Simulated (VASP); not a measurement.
Runs of VASP 6.6.1 on Hf. The structure is that of space group P6_3/mmc (No. 194), or close to it. The cells are those of the table. 

```tsv
cell	further INCAR settings	gap on the mesh (eV)	pressure (GPa)
a = 3.245, b = 3.245, c = 5.058 Å, angles 90.0, 90.0, 120.0°, 2 atoms	ALGO = Fast; EDIFF = 1e-06; NBANDS = 17	none	(b)
a = 3.293, b = 3.293, c = 5.058 Å, angles 90.0, 90.0, 120.0°, 2 atoms	ALGO = Fast; EDIFF = 1e-06; NBANDS = 17	none	-5.4
a = 3.293, b = 3.293, c = 4.982 Å, angles 90.0, 90.0, 120.0°, 2 atoms	ALGO = Fast; EDIFF = 1e-07; NBANDS = 17	none	(a)
a = 3.197, b = 3.197, c = 4.982 Å, angles 90.0, 90.0, 120.0°, 2 atoms	ALGO = Fast; EDIFF = 1e-07; NBANDS = 17	none	2.1
a = 3.101, b = 3.101, c = 5.134 Å, angles 90.0, 90.0, 120.0°, 2 atoms	ALGO = Fast; EDIFF = 1e-07; NBANDS = 17	none	5.7
```

Alike in all rows: task single point; level PBE; potentials or basis VASP PAW PBE potentials, release 64 (Hf_pv); no spin polarisation; k mesh 18 × 18 × 10; cutoff (eV) 520; smearing gaussian 0.15 eV.

**Question.** Estimate the missing entries.

**Answer.** (a) -4.0; (b) -2.7.

Caveats: spin-orbit coupling is left out, which moves the levels of the heavy elements; the cell stands under tension (at least some runs); the cell stands under pressure (at least some runs).

A k mesh can miss the band edges, and the runs leave out spin-orbit coupling on Hf.

A gap of «none» marks levels without a gap at the run's occupations.
